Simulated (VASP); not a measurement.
VClO, 6 atoms in the cell. It takes space group Pmmn (No. 59, orthorhombic). Conventional cell: a = 3.000 Å, b = 3.814 Å, c = 7.169 Å, α = 90.00°, β = 90.00°, γ = 90.00°. V (site symmetry mm2) has 4 O at 1.91 to 2.04 Å and 2 Cl at 2.31 Å within 2.5 Å. Cl (site symmetry mm2) has 2 V at 2.31 Å and 5 O at 2.96 to 3.14 Å and 2 Cl at 3.00 Å within 3.2 Å. Within 2.5 Å of O (site symmetry mm2) lie 4 V at 1.91 to 2.04 Å. 

```yaml
Program: VASP 6.6.1
Task: single point
Functional: PBEsol
Dispersion: D3(BJ)
Potentials_or_basis: VASP PAW PBE potentials, release 64 (V_sv, Cl, O)
Cutoff: 520 eV
k_mesh: 12 × 10 × 6
Occupations: gaussian, width 0.1 eV
Spin: no spin polarisation
Dipole_correction: no
Further_INCAR_settings: ALGO = Normal; EDIFF = 1e-07; NBANDS = 35
```

Potentials or basis: VASP PAW PBE potentials, release 64 (V_sv, Cl, O).

Command:

```console
$ cat potpaw_PBE.64/V_sv/POTCAR potpaw_PBE.64/Cl/POTCAR potpaw_PBE.64/O/POTCAR > POTCAR
$ mpirun -np 1 vasp_std > vasp.out
```

Hardware: 1 × NVIDIA H100 80GB with 1 thread of AMD EPYC 7R13 Processor (Zen 3), with other jobs on the host.

Task: How long does it take, and how much memory?

Result: It took 8.1 min on 1 × NVIDIA H100 80GB with 1 thread of AMD EPYC 7R13 Processor (Zen 3), on a shared host, peak memory 1.6 GiB. Counts: scf iterations 17, k points 168.
